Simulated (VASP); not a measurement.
# Si6Mo (Fm-3m) in VASP: relaxation of cell and atoms with PBE

Aim: the relaxation of cell and atoms of Si6Mo with PBE.

All numbers are computed with VASP 6.6.1; they aren't measurements. Logs are shortened: lines on timing, memory, paths and dates and some standing lists are left out, and cuts for length are marked.

**1. The cell of the first run**

It takes space group Fm-3m (No. 225, cubic). Conventional cell: a = 7.845 Å, b = 7.845 Å, c = 7.845 Å, α = 90.00°, β = 90.00°, γ = 90.00°. Within 2.5 Å of Si (site symmetry 4mm) lie 1 Mo at 1.86 Å. Within 2.5 Å of Mo (site symmetry m-3m) lie 6 Si at 1.86 Å.

**2. Relaxation of cell and atoms, PBE**

The input, INCAR:

```
PREC = Accurate
ENCUT = 600
EDIFF = 1E-7
ISMEAR = 0
SIGMA = 0.1
LREAL = False
LASPH = True
NELM = 60
ALGO = Normal
ISIF = 3
LWAVE = False
LCHARG = False
GGA = PE
IBRION = 2
NSW = 90
EDIFFG = -0.04
```

The input, KPOINTS:

```
Automatic mesh
0
Gamma
  4 4 4
```

The input, POSCAR:

```
Si6Mo
1.0
    0.0000000000      3.9226479500      3.9226479500
    3.9226479500      0.0000000000      3.9226479500
    3.9226479500      3.9226479500      0.0000000000
Si Mo
6 1
Direct
    0.7368433200      0.2631566800      0.2631566800
    0.2631566800      0.7368433200      0.7368433200
    0.2631566800      0.7368433200      0.2631566800
    0.7368433200      0.2631566800      0.7368433200
    0.2631566800      0.2631566800      0.7368433200
    0.7368433200      0.7368433200      0.2631566800
    0.5000000000      0.5000000000      0.5000000000
```

Potentials or basis: VASP PAW PBE potentials, release 64 (Si, Mo_sv).

Run with:

```bash
$ cat potpaw_PBE.64/Si/POTCAR potpaw_PBE.64/Mo_sv/POTCAR > POTCAR
$ mpirun -np 1 vasp_std > vasp.out
```

OUTCAR:

```text
PREC = Accurate
   ENCUT = 600
   EDIFF = 1E-7
   ISMEAR = 0
   LREAL = False
   LASPH = True
   NELM = 60
   ISIF = 3
   GGA = PE
   IBRION = 2
   NSW = 90
   EDIFFG = -0.04

 ion  position               nearest neighbor table
   1  0.737  0.263  0.263-   7 1.86   4 2.63   5 2.63   6 2.63   3 2.63   3 2.92   5 2.92   4 2.92
                             6 2.92
   2  0.263  0.737  0.737-   7 1.86   4 2.63   5 2.63   6 2.63   3 2.63   3 2.92   5 2.92   4 2.92
                             6 2.92
   3  0.263  0.737  0.263-   7 1.86   2 2.63   5 2.63   6 2.63   1 2.63   5 2.92   2 2.92   1 2.92
                             6 2.92
   4  0.737  0.263  0.737-   7 1.86   2 2.63   5 2.63   6 2.63   1 2.63   1 2.92   5 2.92   2 2.92
                             6 2.92
   5  0.263  0.263  0.737-   7 1.86   2 2.63   3 2.63   4 2.63   1 2.63   3 2.92   2 2.92   1 2.92
                             4 2.92
   6  0.737  0.737  0.263-   7 1.86   2 2.63   3 2.63   4 2.63   1 2.63   2 2.92   1 2.92   4 2.92
                             3 2.92
   7  0.500  0.500  0.500-   1 1.86   2 1.86   3 1.86   4 1.86   5 1.86   6 1.86

  LATTYP: Found a face centered cubic cell.
 ALAT       =     7.8452959000

  Lattice vectors:

 A1 = (   0.0000000000,   3.9226479500,   3.9226479500)
 A2 = (   3.9226479500,   0.0000000000,   3.9226479500)
 A3 = (   3.9226479500,   3.9226479500,   0.0000000000)

Analysis of symmetry for initial positions (statically):
=====================================================================
 Subroutine PRICEL returns:
 Original cell was already a primitive cell.

 Routine SETGRP: Setting up the symmetry group for a
 face centered cubic supercell.

 Subroutine GETGRP returns: Found 48 space group operations
 (whereof 48 operations were pure point group operations)
 out of a pool of 48 trial point group operations.

The static configuration has the point symmetry O_h .

Analysis of symmetry for dynamics (positions and initial velocities):
=====================================================================
 Subroutine PRICEL returns:
 Original cell was already a primitive cell.

 Routine SETGRP: Setting up the symmetry group for a
 face centered cubic supercell.

 Subroutine GETGRP returns: Found 48 space group operations
 (whereof 48 operations were pure point group operations)
 out of a pool of 48 trial point group operations.

The dynamic configuration has the point symmetry O_h .

 Subroutine INISYM returns: Found 48 space group operations
 (whereof 48 operations are pure point group operations),
 and found     1 'primitive' translations

----------------------------------------------------------------------------------------

                                     Primitive cell

  volume of cell :     120.7169

  direct lattice vectors                    reciprocal lattice vectors
[... 69 lines left out ...]
   NGXF,Y,Z  is equivalent  to a cutoff of  28.77, 28.77, 28.77 a.u.
 SYSTEM =  unknown system
   PREC   = accura    normal or accurate (medium, high low for compatibility)
   ISTART =      0    job   : 0-new  1-cont  2-samecut
   ICHARG =      2    charge: 1-file 2-atom 10-const
   ISPIN  =      1    spin polarized calculation?
   LNONCOLLINEAR =      F non collinear calculations
   LSORBIT =      F    spin-orbit coupling
   LASPH  =      T    aspherical Exc in radial PAW
   ENCUT  =  600.0 eV  44.10 Ry    6.64 a.u.  11.08 11.08 11.08*2*pi/ulx,y,z
   NELM   =     60;   NELMIN=  2; NELMDL= -5     # of ELM steps
   EDIFF  = 0.1E-06   stopping-criterion for ELM
   LREAL  =      F    real-space projection
   EDIFFG = -.4E-01   stopping-criterion for IOM
   NSW    =     90    number of steps for IOM
   IBRION =      2    ionic relax: 0-MD 1-quasi-New 2-CG
   NFREE  =      1    steps in history (QN), initial steepest desc. (CG)
   ISIF   =      3    stress and relaxation
   ISYM   =      2    0-nonsym 1-usesym 2-fastsym
   POTIM  = 0.5000    time-step for ionic-motion
   TEBEG  =    0.0;   TEEND  =   0.0 temperature during run
   PSTRESS=    0.0 pullay stress
   NELECT =      38.0000    total number of electrons
   NUPDOWN=      -1.0000    fix difference up-down
   EMIN   =  10.00;   EMAX   =-10.00  energy-range for DOS
   EFERMI =   0.00;   METHOD = LEGACY
   ISMEAR =     0;   SIGMA  =   0.10  broadening in eV -4-tet -1-fermi 0-gaus
   EFERMI_NEDOS =   21; number of points for ismear=-14 and -15
   IALGO  =     38    algorithm
   IMIX   =      4    mixing-type and parameters
     AMIX     =   0.40;   BMIX     =  1.00
     AMIX_MAG =   1.60;   BMIX_MAG =  1.00
  volume/ion in A,a.u.               =      17.25       116.38
  Fermi-wavevector in a.u.,A,eV,Ry     =   1.113645  2.104484 16.874010  1.240205
  Thomas-Fermi vector in A             =   2.250232
   LORBIT       =      0    0 simple, 1 ext, 2 COOP (PROOUT), +10 PAW based schemes
   GGA     = PE    functional components
   LHFCALC =     F    Hartree Fock is set to
   AEXX    =    0.0000 exact exchange contribution
   IVDW    =     0    specifies the selected vdW correction
   LEPSILON=     F    determine dielectric tensor
   LRPA    =     F    only Hartree local field effects (RPA)
 conjugate gradient relaxation of ions
 non-spin polarized calculation
 Gauss-broadening in eV      SIGMA  =   0.10
  energy-cutoff  :      600.00
  volume of cell :      120.72
 maximum number of plane-waves:      4056
 NGX is ok and might be reduce to    48
   NGX = 23   NGY = 23   NGZ = 23

--------------------------------------- Ionic step        1  -------------------------------------------

 number of electron      37.9999999 magnetization

 Free energy of the ion-electron system (eV)
  ---------------------------------------------------
  ext. energy  EPLUGINS =         0.00000000
  ---------------------------------------------------
  free energy    TOTEN  =       -18.66010499 eV

  energy without entropy =      -18.65634731  energy(sigma->0) =      -18.65822615

 E-fermi :   8.1133     XC(G=0): -10.2357

 val. band max:        7.9810946853   @ k =   0.2500   0.2500   0.0000
 cond. band min:       8.2420773388   @ k =   0.2500   0.0000   0.0000
 fundamental gap:      0.2609826535
 Fermi energy:         8.1133474718
[... 540 lines left out ...]
     22       5.4099      0.00000
     23       5.5185      0.00000

[... ionic steps 4 to 11 ...]

--------------------------------------- Ionic step       12  -------------------------------------------

 number of electron      38.0000001 magnetization

------------------------ aborting loop because EDIFF is reached ----------------------------------------
[... 77 lines left out ...]
--------------------------------------- Ionic step       14  -------------------------------------------

 number of electron      38.0000002 magnetization

 Free energy of the ion-electron system (eV)
  ---------------------------------------------------
  ext. energy  EPLUGINS =         0.00000000
  ---------------------------------------------------
  free energy    TOTEN  =       -41.52949938 eV

  energy without entropy =      -41.51420963  energy(sigma->0) =      -41.52185450

 E-fermi :   5.6429     XC(G=0):  -9.4838

 val. band max:        5.4038055614   @ k =   0.2500   0.0000   0.0000
 cond. band min:       5.7213391991   @ k =   0.5000   0.2500   0.0000
 fundamental gap:      0.3175336377
 Fermi energy:         5.6428888156
[... 240 lines left out ...]
  FREE ENERGIE OF THE ION-ELECTRON SYSTEM (eV)
  ---------------------------------------------------
  free  energy   TOTEN  =       -41.5294993751 eV

  energy  without entropy=      -41.5142096317  energy(sigma->0) =      -41.52185450

 reached required accuracy - stopping structural energy minimisation
```

CONTCAR:

```text
Si6Mo
   1.00000000000000
     0.0000000000000000    4.1763238657732602    4.1763238657732602
     4.1763238657732602    0.0000000000000000    4.1763238657732602
     4.1763238657732602    4.1763238657732602    0.0000000000000000
  Si              Mo
     6     1
Direct
     0.7916299246965529    0.2083700753034472    0.2083700753034472
     0.2083700753034472    0.7916299246965529    0.7916299246965529
     0.2083700753034472    0.7916299246965530    0.2083700753034472
     0.7916299246965529    0.2083700753034472    0.7916299246965529
     0.2083700753034472    0.2083700753034472    0.7916299246965529
     0.7916299246965529    0.7916299246965529    0.2083700753034472
     0.5000000000000000    0.5000000000000000    0.5000000000000000

  0.00000000E+00  0.00000000E+00  0.00000000E+00
  0.00000000E+00  0.00000000E+00  0.00000000E+00
  0.00000000E+00  0.00000000E+00  0.00000000E+00
  0.00000000E+00  0.00000000E+00  0.00000000E+00
  0.00000000E+00  0.00000000E+00  0.00000000E+00
  0.00000000E+00  0.00000000E+00  0.00000000E+00
  0.00000000E+00  0.00000000E+00  0.00000000E+00
```

It took 5.3 min on 1 thread of Intel Xeon 6975P-C (Granite Rapids), shared host; peak memory 0.34 GiB.

Results:

| Quantity | Value |
| --- | --- |
| Free energy | -41.5295 eV |
| Relaxed volume | 20.81 Å³/atom |
| Relaxed cell | a = 5.906 Å, b = 5.906 Å, c = 5.906 Å, α = 60.00°, β = 60.00°, γ = 60.00° |
| Space group after relaxing (to 0.05 Å) | Fm-3m (No. 225) |
| Energy gained by relaxing | 3267.1 meV/atom |
| Ionic steps | 14 |
| Pressure after relaxing | 0.2 GPa |
| Largest force after relaxing | 0.030 eV/Å |
| Band gap on the k mesh | zero (band 19 reaches 6.12 eV, above the bottom of band 20 at 4.44 eV) |

Forces on the atoms (eV/Å):
```
Si   0.030  0.000  0.000
Si  -0.030  0.000  0.000
Si   0.000  0.030  0.000
Si   0.000 -0.030  0.000
Si   0.000  0.000  0.030
Si   0.000  0.000 -0.030
Mo   0.000  0.000  0.000
```

Step by step:
```tsv
step	energy change (eV)	largest force (eV/Å)	pressure (GPa)	volume (Å³)
1	0.0000	17.9789	66.80	120.72
2	-11.6058	4.3333	1.64	294.93
3	-13.7767	2.8909	-2.00	268.99
4	-15.4797	2.0486	-5.01	248.22
5	-21.6074	0.0424	-10.95	176.88
6	-21.5660	3.2653	0.17	147.02
7	-22.2413	0.9187	-8.56	163.93
8	-22.2805	1.4937	-6.70	158.55
9	-22.2866	1.3884	-7.05	159.45
10	-22.8211	0.4217	2.96	141.94
11	-22.8683	0.0909	0.24	145.44
12	-22.8682	0.0545	0.44	145.17
13	-22.8694	0.0409	0.16	145.75
14	-22.8694	0.0305	0.19	145.68
```

Final structure:
```
CELL_PARAMETERS angstrom
0.00000 4.17632 4.17632
4.17632 0.00000 4.17632
4.17632 4.17632 0.00000
ATOMIC_POSITIONS crystal
Si 0.79163 0.20837 0.20837
Si 0.20837 0.79163 0.79163
Si 0.20837 0.79163 0.20837
Si 0.79163 0.20837 0.79163
Si 0.20837 0.20837 0.79163
Si 0.79163 0.79163 0.20837
Mo 0.50000 0.50000 0.50000
```

Levels at points of the mesh, in eV from the Fermi level:
| k point | band 17 | band 18 | band 19 | band 20 | band 21 | band 22 |
| --- | --- | --- | --- | --- | --- | --- |
| (0.00, 0.00, 0.00) | -1.91 | 0.48 | 0.48 | 0.48 | 1.21 | 1.21 |
| (0.50, 0.00, 0.00) | -1.71 | -1.71 | -1.41 | -1.21 | 2.85 | 2.85 |
| (0.50, 0.50, 0.00) | -1.20 | -1.20 | -0.44 | 0.57 | 1.04 | 1.58 |

Caveat: the volume moved by over 15 % at a fixed basis, so the end points are rough.
